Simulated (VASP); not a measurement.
# ZrB: relaxation of cell and atoms with PBEsol

Crystal: ZrB.

```
Zr B
1.0
     0.00000    2.32500    2.32500
     2.32500    0.00000    2.32500
     2.32500    2.32500    0.00000
Zr B
1 1
Direct
  0.00000 0.00000 0.00000
  0.50000 0.50000 0.50000
```

| Item | Value |
| --- | --- |
| Program | VASP 6.6.1 |
| Task | relaxation of cell and atoms |
| Functional | PBEsol |
| Potentials or basis | VASP PAW PBE potentials, release 64 (Zr_sv, B) |
| Cutoff | 600 eV |
| k mesh | 10 × 10 × 10 |
| Occupations | fermi-dirac, width 0.05 eV |
| Spin | no spin polarisation |
| Dipole correction | no |
| Further INCAR settings | ALGO = Normal; EDIFF = 1e-06; IBRION = 2; EDIFFG = -0.01; NSW = 60; ISIF = 3 |

```yaml
Relaxed_volume: 14.37 Å³/atom
Relaxed_cell: a = 3.439 Å, b = 3.439 Å, c = 3.439 Å, α = 60.00°, β = 60.00°, γ = 60.00°
Space_group_after_relaxing_to_0.05_Å: Fm-3m (No. 225)
Energy_gained_by_relaxing: 149.3 meV/atom
Ionic_steps: 17
Pressure_after_relaxing: 0.1 GPa
```

Step by step:
| step | energy change (eV) | largest force (eV/Å) | pressure (GPa) | volume (Å³) |
| --- | --- | --- | --- | --- |
| 1 | 0.0000 | 0.0000 | 29.48 | 25.14 |
| 2 | 0.1499 | 0.0000 | -21.44 | 34.52 |
| 3 | -0.2982 | 0.0000 | -0.93 | 28.92 |
| 4 | -0.2987 | 0.0000 | -0.13 | 28.78 |
| 5 | -0.2986 | 0.0000 | 0.32 | 28.70 |
| 6 | -0.2986 | 0.0000 | 0.33 | 28.71 |
| 7 | -0.2987 | 0.0000 | 0.31 | 28.71 |
| 8 | -0.2987 | 0.0000 | 0.30 | 28.71 |
| 9 | -0.2987 | 0.0000 | 0.29 | 28.71 |
| 10 | -0.2987 | 0.0000 | 0.29 | 28.71 |
| 11 | -0.2987 | 0.0000 | 0.29 | 28.71 |
| 12 | -0.2987 | 0.0000 | 0.29 | 28.71 |
| 13 | -0.2987 | 0.0000 | 0.30 | 28.71 |
| 14 | -0.2987 | 0.0000 | 0.30 | 28.71 |
| 15 | -0.2987 | 0.0000 | 0.24 | 28.72 |
| 16 | -0.2987 | 0.0000 | 0.20 | 28.73 |
| 17 | -0.2987 | 0.0000 | 0.11 | 28.75 |

Final structure:
```cif
data_structure
_symmetry_space_group_name_H-M 'P 1'
_symmetry_Int_Tables_number 1
_cell_length_a 3.4386
_cell_length_b 3.4386
_cell_length_c 3.4386
_cell_angle_alpha 60.000
_cell_angle_beta 60.000
_cell_angle_gamma 60.000
_cell_volume 28.75
loop_
_atom_site_label
_atom_site_type_symbol
_atom_site_fract_x
_atom_site_fract_y
_atom_site_fract_z
_atom_site_occupancy
Zr1 Zr 0.00000 0.00000 0.00000 1
B1 B 0.50000 0.50000 0.50000 1
```

Levels at points of the mesh, in eV from the Fermi level:
| k point | band 6 | band 7 | band 8 | band 9 | band 10 | band 11 |
| --- | --- | --- | --- | --- | --- | --- |
| (0.00, 0.00, 0.00) | 1.76 | 1.76 | 1.76 | 3.24 | 3.24 | 3.53 |
| (0.50, 0.00, 0.00) | -3.87 | -1.18 | -1.18 | 4.97 | 4.97 | 6.28 |
| (0.50, 0.50, 0.00) | -0.85 | -0.71 | 2.15 | 2.15 | 4.72 | 5.92 |

It took 100 s on 1 thread of Intel Xeon 6975P-C, with other jobs on the host, peak memory 0.18 GiB.

Caveat: the PAW data sets were made with another functional, which shifts forces and pressure a little; the volume moved by +14 % from the deposited cell, more than functionals usually miss. Zero-point motion and thermal expansion aren't in these numbers.
